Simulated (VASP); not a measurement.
Here is a VASP 6.6.1 calculation.

Contents of INCAR:

```
PREC = Accurate
ENCUT = 600
EDIFF = 1E-7
ISMEAR = -1
SIGMA = 0.1
LREAL = F
LASPH = T
NELM = 80
ALGO = Normal
ISIF = 3
LWAVE = F
LCHARG = F
GGA = PS
IBRION = 2
NSW = 32
EDIFFG = -0.005
PSTRESS = 300.0
```

Contents of KPOINTS:

```
Automatic mesh
0
Gamma
  13 13 13
```

File POSCAR:

```
Ti
1.0
    0.0000000000      2.4082060499      2.4082060499
    2.4082060499      0.0000000000      2.4082060499
    2.4082060499      2.4082060499      0.0000000000
Ti
2
Direct
   -0.1250000000     -0.1250000000     -0.1250000000
    0.1250000000      0.1250000000      0.1250000000
```

Potentials or basis: VASP PAW PBE potentials, release 64 (Ti_sv).

The run is started by

```console
$ cat potpaw_PBE.64/Ti_sv/POTCAR > POTCAR
$ mpirun -np 1 vasp_std > vasp.out
```

Q: What does it give for the space group after relaxing (to 0.1 Å)?

A: Fd-3m (No. 227).

Q: What does it give for the relaxed volume?

A: 14.20 Å³/atom.

The path:
| step | energy change (eV) | largest force (eV/Å) | pressure (GPa) | volume (Å³) |
| --- | --- | --- | --- | --- |
| 1 | 0.0000 | 0.0000 | 32.66 | 27.93 |
| 2 | -0.1772 | 0.0000 | 27.46 | 28.88 |
| 3 | -0.0904 | 0.0000 | 29.99 | 28.40 |

Caveat: the cell is relaxed towards a set pressure, so the run minimises the enthalpy, not the energy; atoms lie so close that the PAW spheres overlap strongly, which falsifies energies and pressures; the PAW data sets were made with another functional, which shifts forces and pressure a little.
